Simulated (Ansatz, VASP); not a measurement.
HfN in VASP and in Ansatz

INCAR

```
ALGO = Normal
EDIFF = 1E-6
ENCUT = 520
GGA = PE
ISIF = 2
ISMEAR = -1
LASPH = True
LCHARG = False
LREAL = False
LWAVE = False
NBANDS = 14
NELM = 80
PREC = Accurate
SIGMA = 0.05
```

File KPOINTS:

```
k-points
0
Gamma
  16 16 16
```

The input POSCAR:

```
HfN
1.0
    0.0000000000      2.2558601243      2.2558601243
    2.2558601243      0.0000000000      2.2558601243
    2.2558601243      2.2558601243      0.0000000000
Hf N
1 1
Direct
    0.0000000000      0.0000000000      0.0000000000
    0.5000000000      0.5000000000      0.5000000000
```

Input for Ansatz:

```yaml
crystal:
  lattice:
    - [0.0, 2.2558601243, 2.2558601243]
    - [2.2558601243, 0.0, 2.2558601243]
    - [2.2558601243, 2.2558601243, 0.0]
  atoms:
    - { symbol: Hf, position: [0.0, 0.0, 0.0] }
    - { symbol: "N", position: [0.5, 0.5, 0.5] }
kpoints:
  mp_grid: { grid: [16, 16, 16] }
scf:
  occupations: { method: fermi_dirac, width: 0.05 }
hamiltonian:
  xc: pbe
  pseudopotentials: { kind: all_electron, lapw: { basis_error: 0.003 } }
output:
  forces: true
  stress: true
  eigenvalues: true
```

Alike in both runs: task single point; functional PBE; k mesh 16 × 16 × 16; occupations fermi-dirac, width 0.05 eV; no spin polarisation.

|  | VASP | Ansatz |
| --- | --- | --- |
| version | VASP 6.6.1 | Ansatz 0.2.0 |
| potentials or method | VASP PAW PBE potentials, release 64 (Hf_pv, N), cutoff 520 eV | all-electron LAPW, scalar-relativistic |

|  | VASP | Ansatz | Ansatz less VASP |
| --- | --- | --- | --- |
| pressure (GPa) | 4.2 | 6.7 | +2.49 |

Ansatz ran all-electron here, and VASP with PAW potentials.

Spin-orbit coupling is off throughout.
